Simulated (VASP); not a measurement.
V: single point with PBE

The system is V.

```
V
1.0
     1.49955    1.49955    1.49955
    -1.49955    1.49955    1.49955
    -1.49955   -1.49955    1.49955
V
1
Cartesian
  0.0000 0.0000 0.0000
```

- Program: VASP 6.6.1
- Task: single point
- Functional: PBE
- Potentials or basis: VASP PAW PBE potentials, release 64 (V_sv)
- Cutoff: 520 eV
- k mesh: 11 × 11 × 11
- Occupations: fermi-dirac, width 0.1 eV
- Spin: collinear spin, ferromagnetic start
- Starting moments: [1.5] μB

```json
{
  "Pressure": "0.2 GPa",
  "Net moment": "0.00 μB per cell",
  "Valence electrons inside the program's atomic spheres": "V 11.65"
}
```

Levels at points of the mesh, in eV from the Fermi level:
Spin up:
| k point | band 2 | band 3 | band 4 | band 5 | band 6 | band 7 | band 8 | band 9 | band 10 | band 11 |
| --- | --- | --- | --- | --- | --- | --- | --- | --- | --- | --- |
| (0.00, 0.00, 0.00) | -37.04 | -37.04 | -37.04 | -6.60 | 0.40 | 0.40 | 0.40 | 2.41 | 2.41 | 20.46 |
Spin down:
| k point | band 4 | band 5 | band 6 | band 7 | band 8 | band 9 |
| --- | --- | --- | --- | --- | --- | --- |
| (0.00, 0.00, 0.00) | -37.04 | -6.60 | 0.40 | 0.40 | 0.40 | 2.41 |

Wall time 36 s on 1 thread of Intel Xeon 8259CL, on a shared host, peak memory 0.14 GiB.
